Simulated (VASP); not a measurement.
# Na (I4/mmm) in VASP: a series of runs

The runs below take Na through single point, with LDA.

Program: VASP 6.6.1. These are calculated values, not measurements. Logs are shortened: lines on timing, memory, paths and dates and some standing lists are left out, and cuts for length are marked.

### Step 1. The cell of the first run

It takes space group I4/mmm (No. 139, tetragonal). The conventional cell has a = 4.235 Å, b = 4.235 Å, c = 4.256 Å, α = 90.00°, β = 90.00°, γ = 90.00°. Na (site symmetry 4/mmm) has 14 Na at 3.67 to 4.26 Å within 4.8 Å.

### Step 2. Single point, LDA (strain +0.0050 x Voigt [0, 1, 0, 0, 0, 0])

Input file INCAR:

```
SYSTEM = Na
ALGO = Fast
EDIFF = 1E-7
ENCUT = 520
ISIF = 2
ISMEAR = 0
LASPH = .True.
LCHARG = .False.
LREAL = .False.
LWAVE = .False.
NBANDS = 10
NELM = 100
PREC = Accurate
SIGMA = 0.15
```

Input file KPOINTS:

```
k-points
0
Gamma
  16 16 16
  0 0 0
```

Input file POSCAR:

```
Na
1.0
   -2.1175000000      2.1280875000      2.1175000000
    2.1175000000     -2.1280875000      2.1175000000
    2.1175000000      2.1280875000     -2.1175000000
Na
1
Direct
    0.0000000000      0.0000000000      0.0000000000
```

Potentials or basis: VASP PAW LDA potentials, release 64 (Na_pv).

Run with:

```sh
> cat potpaw_LDA.64/Na_pv/POTCAR > POTCAR
> mpirun -np 1 vasp_std > vasp.out
```

OUTCAR:

```text
SYSTEM = Na
   EDIFF = 1E-7
   ENCUT = 520
   ISIF = 2
   ISMEAR = 0
   LASPH = .True.
   LREAL = .False.
   NELM = 100
   PREC = Accurate

 ion  position               nearest neighbor table
   1  0.000  0.000  0.000-

  LATTYP: Found a body centered tetragonal cell.
 ALAT       =     4.2350000000
 C/A-ratio  =     1.0050000000

  Lattice vectors:

 A1 = (  -2.1175000000,  -2.1280875000,   2.1175000000)
 A2 = (   2.1175000000,  -2.1280875000,  -2.1175000000)
 A3 = (   2.1175000000,   2.1280875000,   2.1175000000)

Analysis of symmetry for initial positions (statically):
=====================================================================
 Subroutine PRICEL returns:
 Original cell was already a primitive cell.

 Routine SETGRP: Setting up the symmetry group for a
 body centered tetragonal supercell.

 Subroutine GETGRP returns: Found 16 space group operations
 (whereof 16 operations were pure point group operations)
 out of a pool of 16 trial point group operations.

The static configuration has the point symmetry D_4h.

Analysis of symmetry for dynamics (positions and initial velocities):
=====================================================================
 Subroutine PRICEL returns:
 Original cell was already a primitive cell.

 Routine SETGRP: Setting up the symmetry group for a
 body centered tetragonal supercell.

 Subroutine GETGRP returns: Found 16 space group operations
 (whereof 16 operations were pure point group operations)
 out of a pool of 16 trial point group operations.

The dynamic configuration has the point symmetry D_4h.

 Subroutine INISYM returns: Found 16 space group operations
 (whereof 16 operations are pure point group operations),
 and found     1 'primitive' translations

----------------------------------------------------------------------------------------

                                     Primitive cell

  volume of cell :      38.1677

  direct lattice vectors                    reciprocal lattice vectors
    -2.117500000  2.128087500  2.117500000     0.000000000  0.234952745  0.236127509
     2.117500000 -2.128087500  2.117500000     0.236127509  0.000000000  0.236127509
     2.117500000  2.128087500 -2.117500000     0.236127509  0.234952745  0.000000000

  length of vectors
     3.673740452  3.673740452  3.673740452     0.333105078  0.333934725  0.333105078

  position of ions in fractional coordinates (direct lattice)
     0.000000000  0.000000000  0.000000000

  ion indices of the primitive-cell ions
   primitive index   ion index
                 1           1

----------------------------------------------------------------------------------------

 KPOINTS: k-points

Automatic generation of k-mesh.
 Grid dimensions read from file:
 generate k-points for:   16   16   16

 Generating k-lattice:

  Cartesian coordinates                     Fractional coordinates (reciprocal lattice)
     0.000000000  0.014684547  0.014757969     0.062500000  0.000000000  0.000000000
     0.014757969  0.000000000  0.014757969     0.000000000  0.062500000  0.000000000
     0.014757969  0.014684547  0.000000000     0.000000000  0.000000000  0.062500000

  Length of vectors
     0.020819067  0.020870920  0.020819067

  Shift w.r.t. Gamma in fractional coordinates (k-lattice)
     0.000000000  0.000000000  0.000000000

 Subroutine IBZKPT returns following result:
 ===========================================

 Found    349 irreducible k-points:

 Following reciprocal coordinates:
            Coordinates               Weight
  0.000000  0.000000  0.000000      1.000000
  0.062500  0.000000  0.000000      8.000000
  0.125000  0.000000  0.000000      8.000000
  0.187500  0.000000  0.000000      8.000000
  0.250000  0.000000  0.000000      8.000000
  0.312500 -0.000000  0.000000      8.000000
[... 16 lines left out ...]
 -0.187500  0.062500  0.000000     16.000000
 -0.125000  0.062500  0.000000      8.000000
 [... further k-points ...]
   k-points           NKPTS =    349   k-points in BZ     NKDIM =    349   number of bands    NBANDS=     10
   number of dos      NEDOS =    301   number of ions     NIONS =      1
   total plane-waves  NPLWV =  21952
   dimension x,y,z NGX =    28 NGY =   28 NGZ =   28
   dimension x,y,z NGXF=    56 NGYF=   56 NGZF=   56
   ions per type =               1
   NGX,Y,Z   is equivalent  to a cutoff of  12.67, 12.67, 12.67 a.u.
   NGXF,Y,Z  is equivalent  to a cutoff of  25.34, 25.34, 25.34 a.u.
 SYSTEM =  Na
   PREC   = accura    normal or accurate (medium, high low for compatibility)
   ISTART =      0    job   : 0-new  1-cont  2-samecut
   ICHARG =      2    charge: 1-file 2-atom 10-const
   ISPIN  =      1    spin polarized calculation?
   LNONCOLLINEAR =      F non collinear calculations
   LSORBIT =      F    spin-orbit coupling
   LASPH  =      T    aspherical Exc in radial PAW
   ENCUT  =  520.0 eV  38.22 Ry    6.18 a.u.   6.83  6.83  6.83*2*pi/ulx,y,z
   NELM   =    100;   NELMIN=  2; NELMDL= -5     # of ELM steps
   EDIFF  = 0.1E-06   stopping-criterion for ELM
   LREAL  =      F    real-space projection
   EDIFFG = 0.1E-05   stopping-criterion for IOM
   NSW    =      0    number of steps for IOM
   IBRION =     -1    ionic relax: 0-MD 1-quasi-New 2-CG
   NFREE  =      0    steps in history (QN), initial steepest desc. (CG)
   ISIF   =      2    stress and relaxation
   ISYM   =      2    0-nonsym 1-usesym 2-fastsym
   POTIM  = 0.5000    time-step for ionic-motion
   TEBEG  =    0.0;   TEEND  =   0.0 temperature during run
   PSTRESS=    0.0 pullay stress
   NELECT =       7.0000    total number of electrons
   NUPDOWN=      -1.0000    fix difference up-down
   EMIN   =  10.00;   EMAX   =-10.00  energy-range for DOS
   EFERMI =   0.00;   METHOD = LEGACY
   ISMEAR =     0;   SIGMA  =   0.15  broadening in eV -4-tet -1-fermi 0-gaus
   EFERMI_NEDOS =   21; number of points for ismear=-14 and -15
   IALGO  =     68    algorithm
   IMIX   =      4    mixing-type and parameters
     AMIX     =   0.40;   BMIX     =  1.00
     AMIX_MAG =   1.60;   BMIX_MAG =  1.00
  volume/ion in A,a.u.               =      38.17       257.57
  Fermi-wavevector in a.u.,A,eV,Ry     =   0.930127  1.757684 11.770883  0.865136
  Thomas-Fermi vector in A             =   2.056482
   LORBIT       =      0    0 simple, 1 ext, 2 COOP (PROOUT), +10 PAW based schemes
   GGA     = CA    functional components
   LHFCALC =     F    Hartree Fock is set to
   AEXX    =    0.0000 exact exchange contribution
   IVDW    =     0    specifies the selected vdW correction
   LEPSILON=     F    determine dielectric tensor
   LRPA    =     F    only Hartree local field effects (RPA)
 non-spin polarized calculation
 RMM-DIIS sequential band-by-band and
 Gauss-broadening in eV      SIGMA  =   0.15
  energy-cutoff  :      520.00
  volume of cell :       38.17
 maximum number of plane-waves:      1055
   NGX = 13   NGY = 13   NGZ = 13

 number of electron       7.0000005 magnetization

 Free energy of the ion-electron system (eV)
  ---------------------------------------------------
  ext. energy  EPLUGINS =         0.00000000
  ---------------------------------------------------
  free energy    TOTEN  =        -1.44072804 eV

  energy without entropy =       -1.43556488  energy(sigma->0) =       -1.43814646

 E-fermi :   0.0799     XC(G=0):  -6.6472

 val. band max:        0.0792819045   @ k =  -0.1875   0.4375   0.1250
 cond. band min:       0.1136460712   @ k =   0.3125  -0.3125   0.3125
 fundamental gap:      0.0343641667
 Fermi energy:         0.0799067257

 k-point     1 :       0.0000    0.0000    0.0000
  band No.  band energies     occupation
      1     -24.8888      2.00000
      2     -24.8888      2.00000
      3     -24.8888      2.00000
      4      -3.1405      2.00000
      5      11.5151      0.00000
      6      11.5151      0.00000
      7      11.5878      0.00000
      8      12.5828      0.00000
      9      12.6574      0.00000
     10      13.1876      0.00000

 k-point     2 :       0.0625    0.0000    0.0000
  band No.  band energies     occupation
      1     -24.8900      2.00000
      2     -24.8892      2.00000
      3     -24.8888      2.00000
      4      -3.0731      2.00000
      5      10.6033      0.00000
      6      11.1173      0.00000
      7      11.2495      0.00000
      8      12.0051      0.00000
      9      12.1123      0.00000
     10      13.2227      0.00000

 k-point     3 :       0.1250    0.0000    0.0000
  band No.  band energies     occupation
      1     -24.8936      2.00000
      2     -24.8904      2.00000
      3     -24.8887      2.00000
      4      -2.8715      2.00000
      5       9.0190      0.00000
      6      10.4155      0.00000
      7      10.6939      0.00000
      8      11.2712      0.00000
      9      11.8182      0.00000
     10      13.3317      0.00000

 k-point     4 :       0.1875    0.0000    0.0000
  band No.  band energies     occupation
      1     -24.8989      2.00000
      2     -24.8922      2.00000
      3     -24.8887      2.00000
      4      -2.5372      2.00000
      5       7.4480      0.00000
      6       9.7544      0.00000
      7      10.1677      0.00000
      8      10.6360      0.00000
      9      11.4468      0.00000
     10      13.5755      0.00000
[... 222 lines left out ...]
 k-point    22 :      -0.2500    0.0625    0.0000
  band No.  band energies     occupation
      1     -24.9025      2.00000
      2     -24.8932      2.00000
      3     -24.8892      2.00000
      4      -2.2723      2.00000
      5       6.7284      0.00000
      6       8.6198      0.00000
      7       9.7870      0.00000
      8      10.7746      0.00000
      9      11.8619      0.00000
     10      13.1313      0.00000

 k-point    23 :      -0.1875    0.0625    0.0000
  band No.  band energies     occupation
      1     -24.8969      2.00000
      2     -24.8911      2.00000
      3     -24.8892      2.00000
      4      -2.6714      2.00000
      5       8.2423      0.00000
      6       9.2181      0.00000
      7      10.3093      0.00000
      8      11.2863      0.00000
      9      12.0653      0.00000
     10      13.0771      0.00000

 k-point    24 :      -0.1250    0.0625    0.0000
  band No.  band energies     occupation
      1     -24.8925      2.00000
      2     -24.8896      2.00000
      3     -24.8891      2.00000
      4      -2.9390      2.00000
      5       9.7220      0.00000
      6       9.9974      0.00000
      7      10.8801      0.00000
      8      11.7036      0.00000
      9      12.1594      0.00000
     10      13.3093      0.00000

 [... further k-points ...]
[... 5 lines left out ...]
  --------------------------------------------------------------------------------------
  -------------------------------------------------------------------------------------
  Total       -0.2342463     -0.2356994     -0.2342463      0.0000000      0.0000000      0.0000000
  in kB       -9.8330236     -9.8940205     -9.8330236      0.0000000      0.0000000      0.0000000
  external PRESSURE =      -9.8533559 kB  Pullay stress =       0.0000000 kB

 VOLUME and BASIS-vectors are now :
 -----------------------------------------------------------------------------
  energy-cutoff  :      520.00
  volume of cell :       38.17
      direct lattice vectors                 reciprocal lattice vectors
    -2.117500000  2.128087500  2.117500000     0.000000000  0.234952745  0.236127509
     2.117500000 -2.128087500  2.117500000     0.236127509  0.000000000  0.236127509
     2.117500000  2.128087500 -2.117500000     0.236127509  0.234952745  0.000000000

 POSITION                                       TOTAL-FORCE (eV/Angst)
 -----------------------------------------------------------------------------------
      0.00000      0.00000      0.00000        -0.000000     -0.000000     -0.000000
 -----------------------------------------------------------------------------------
    total drift:                               -0.000000     -0.000000     -0.000000

  FREE ENERGIE OF THE ION-ELECTRON SYSTEM (eV)
  ---------------------------------------------------
  free  energy   TOTEN  =        -1.4407280403 eV

  energy  without entropy=       -1.4355648767  energy(sigma->0) =       -1.43814646
```

It took 79 s on 1 thread of Intel Xeon Platinum 8259CL at 2.50GHz (Skylake/Cascade Lake), shared host; peak memory 0.21 GiB.

Results:

```yaml
Free_energy: -1.4407 eV
Pressure: -1.0 GPa
```

Caveat: the cell differs from its parent crystal (strain +0.0050 x Voigt [0, 1, 0, 0, 0, 0]).

### Step 3. Single point, LDA (strain +0.0150 x Voigt [0, 1, 0, 0, 0, 0])

Input file INCAR:

```
SYSTEM = Na
PREC = Accurate
ENCUT = 520
EDIFF = 1E-6
ISMEAR = 0
SIGMA = 0.15
LREAL = .FALSE.
LASPH = .TRUE.
NELM = 60
ALGO = Normal
ISIF = 2
LWAVE = .FALSE.
LCHARG = .FALSE.
GGA = CA
NBANDS = 10
```

Input file KPOINTS:

```
regular mesh
0
G
  16 16 16
  0 0 0
```

Input file POSCAR:

```
Na
1.0
   -2.1175000000      2.1492625000      2.1175000000
    2.1175000000     -2.1492625000      2.1175000000
    2.1175000000      2.1492625000     -2.1175000000
Na
1
Direct
    0.0000000000      0.0000000000      0.0000000000
```

Potentials or basis: VASP PAW LDA potentials, release 64 (Na_pv).

Run with:

```sh
> cat potpaw_LDA.64/Na_pv/POTCAR > POTCAR
> mpirun -np 1 vasp_std > vasp.out
```

OUTCAR:

```text
SYSTEM = Na
   PREC = Accurate
   ENCUT = 520
   EDIFF = 1E-6
   ISMEAR = 0
   LREAL = .FALSE.
   LASPH = .TRUE.
   NELM = 60
   ISIF = 2
   GGA = CA

 ion  position               nearest neighbor table
   1  0.000  0.000  0.000-

  LATTYP: Found a body centered tetragonal cell.
 ALAT       =     4.2350000000
 C/A-ratio  =     1.0150000000

  Lattice vectors:

 A1 = (  -2.1175000000,  -2.1492625000,   2.1175000000)
 A2 = (   2.1175000000,  -2.1492625000,  -2.1175000000)
 A3 = (   2.1175000000,   2.1492625000,   2.1175000000)

Analysis of symmetry for initial positions (statically):
=====================================================================
 Subroutine PRICEL returns:
 Original cell was already a primitive cell.

 Routine SETGRP: Setting up the symmetry group for a
 body centered tetragonal supercell.

 Subroutine GETGRP returns: Found 16 space group operations
 (whereof 16 operations were pure point group operations)
 out of a pool of 16 trial point group operations.

The static configuration has the point symmetry D_4h.

Analysis of symmetry for dynamics (positions and initial velocities):
=====================================================================
 Subroutine PRICEL returns:
[... 158 lines left out ...]
 cond. band min:       0.0585650113   @ k =  -0.3750   0.4375   0.1250
 fundamental gap:      0.0090269866
 Fermi energy:         0.0531289582

 k-point     1 :       0.0000    0.0000    0.0000
  band No.  band energies     occupation
      1     -24.9237      2.00000
      2     -24.9237      2.00000
      3     -24.9236      2.00000
      4      -3.1464      2.00000
      5      11.3807      0.00000
      6      11.3807      0.00000
      7      11.5957      0.00000
      8      12.4169      0.00000
      9      12.6361      0.00000
     10      12.9995      0.00000
[... 287 lines left out ...]
 k-point    24 :      -0.1250    0.0625   -0.0000
  band No.  band energies     occupation
      1     -24.9272      2.00000
      2     -24.9245      2.00000
      3     -24.9239      2.00000
      4      -2.9476      2.00000
      5       9.6062      0.00000
      6       9.8943      0.00000
      7      10.8676      0.00000
      8      11.5805      0.00000
      9      12.1020      0.00000
     10      13.1724      0.00000

 [... further k-points ...]
[... 5 lines left out ...]
  --------------------------------------------------------------------------------------
  -------------------------------------------------------------------------------------
  Total       -0.2475989     -0.2509673     -0.2475989      0.0000000      0.0000000      0.0000000
  in kB      -10.2911301    -10.4311331    -10.2911301      0.0000000      0.0000000      0.0000000
  external PRESSURE =     -10.3377978 kB  Pullay stress =       0.0000000 kB

 VOLUME and BASIS-vectors are now :
 -----------------------------------------------------------------------------
  energy-cutoff  :      520.00
  volume of cell :       38.55
      direct lattice vectors                 reciprocal lattice vectors
    -2.117500000  2.149262500  2.117500000     0.000000000  0.232637940  0.236127509
     2.117500000 -2.149262500  2.117500000     0.236127509  0.000000000  0.236127509
     2.117500000  2.149262500 -2.117500000     0.236127509  0.232637940  0.000000000

 POSITION                                       TOTAL-FORCE (eV/Angst)
 -----------------------------------------------------------------------------------
      0.00000      0.00000      0.00000         0.000000      0.000000     -0.000000
 -----------------------------------------------------------------------------------
    total drift:                               -0.000000     -0.000000     -0.000000

  FREE ENERGIE OF THE ION-ELECTRON SYSTEM (eV)
  ---------------------------------------------------
  free  energy   TOTEN  =        -1.4383399629 eV

  energy  without entropy=       -1.4331455696  energy(sigma->0) =       -1.43574277
```

OSZICAR:

```text
N       E                     dE             d eps       ncg     rms          rms(c)
DAV:   1     0.274486101399E+02    0.27449E+02   -0.37744E+03  6992   0.574E+02
DAV:   2    -0.867766647976E+00   -0.28316E+02   -0.28183E+02  7144   0.144E+02
DAV:   3    -0.143469688764E+01   -0.56693E+00   -0.56646E+00  8482   0.227E+01
DAV:   4    -0.143955624393E+01   -0.48594E-02   -0.48590E-02  8250   0.207E+00
DAV:   5    -0.143962372476E+01   -0.67481E-04   -0.67480E-04  7920   0.238E-01    0.194E-01
DAV:   6    -0.143877372547E+01    0.85000E-03   -0.76229E-04  8248   0.355E-01    0.129E-01
DAV:   7    -0.143835551502E+01    0.41821E-03   -0.12017E-03  7884   0.369E-01    0.209E-02
DAV:   8    -0.143833963736E+01    0.15878E-04   -0.94341E-05  8304   0.156E-01    0.282E-03
DAV:   9    -0.143833996287E+01   -0.32551E-06   -0.37881E-07  5364   0.642E-03
   1 F= -.14383400E+01 E0= -.14357428E+01  d E =-.519439E-02
```

stdout:

```text
POSCAR found type information on POSCAR Na
 POSCAR found :  1 types and       1 ions
 scaLAPACK will be used
 LDA part: xc-table for (Slater(with rela. corr.)+CA(PZ))
 , standard interpolation
 POSCAR, INCAR and KPOINTS ok, starting setup
 FFT: planning ... GRIDC
 FFT: planning ... GRID_SOFT
 FFT: planning ... GRID
 WAVECAR not read
 entering main loop
```

Run time: 53 s. Hardware: 1 thread of Intel Xeon Platinum 8259CL at 2.50GHz (Skylake/Cascade Lake), shared host; peak memory 0.21 GiB.

What came out:

| Quantity | Value |
| --- | --- |
| Free energy | -1.4383 eV |
| Pressure | -1.0 GPa |

Caveat: the cell differs from its parent crystal (strain +0.0150 x Voigt [0, 1, 0, 0, 0, 0]).

### Step 4. Single point, LDA (strain +0.0200 x Voigt [0, 1, 0, 0, 0, 0])

Input file INCAR:

```
  PREC = Accurate
  ENCUT = 520
  EDIFF = 1E-7
  ISMEAR = 0
  SIGMA = 0.15
  LREAL = F
  LASPH = T
  NELM = 100
  ALGO = Fast
  ISIF = 2
  LWAVE = F
  LCHARG = F
  GGA = CA
  NBANDS = 10
```

Input file KPOINTS:

```
Automatic mesh
0
Gamma
  16 16 16
```

Input file POSCAR:

```
Na
1.0
   -2.1175000000      2.1598500000      2.1175000000
    2.1175000000     -2.1598500000      2.1175000000
    2.1175000000      2.1598500000     -2.1175000000
Na
1
Direct
    0.0000000000      0.0000000000      0.0000000000
```

Run with:

```sh
> cat potpaw_LDA.64/Na_pv/POTCAR > POTCAR
> mpirun -np 1 vasp_std > vasp.out
```

Run time: 85 s. Hardware: 1 thread of Intel Xeon Platinum 8259CL at 2.50GHz (Skylake/Cascade Lake), shared host; peak memory 0.21 GiB.

The run converged. Its results:

| Quantity | Value |
| --- | --- |
| Free energy | -1.4371 eV |
| Pressure | -1.1 GPa |

Levels at points of the mesh, in eV from the Fermi level:
```
           k point  band 1  band 2  band 3  band 4  band 5  band 6
(0.00, 0.00, 0.00)  -24.98  -24.98  -24.98   -3.19   11.28   11.28
(0.50, 0.00, 0.00)  -25.01  -24.99  -24.98    0.75    1.10    8.11
(0.00, 0.50, 0.00)  -25.01  -24.99  -24.98    0.82    1.19    7.87
(0.50, 0.50, 0.50)  -25.00  -25.00  -25.00    4.43    4.49    4.60
```

Caveat: the cell differs from its parent crystal (strain +0.0200 x Voigt [0, 1, 0, 0, 0, 0]).

### Step 5. The runs side by side

| cell | gap on the mesh (eV) | pressure (GPa) |
| --- | --- | --- |
| a = 3.674 Å, angles 109.6, 109.2, 109.6°, 1 atom | none | -1.0 |
| a = 3.686 Å, angles 109.9, 108.7, 109.9°, 1 atom | none | -1.0 |
| a = 3.692 Å, angles 110.0, 108.4, 110.0°, 1 atom | none | -1.1 |

Alike in all rows: task single point; level LDA; potentials or basis VASP PAW LDA potentials, release 64 (Na_pv); no spin polarisation; k mesh 16 × 16 × 16; cutoff (eV) 520; smearing gaussian 0.15 eV.

Total energies depend on the potentials used, so only differences within one code and one set of settings carry meaning.
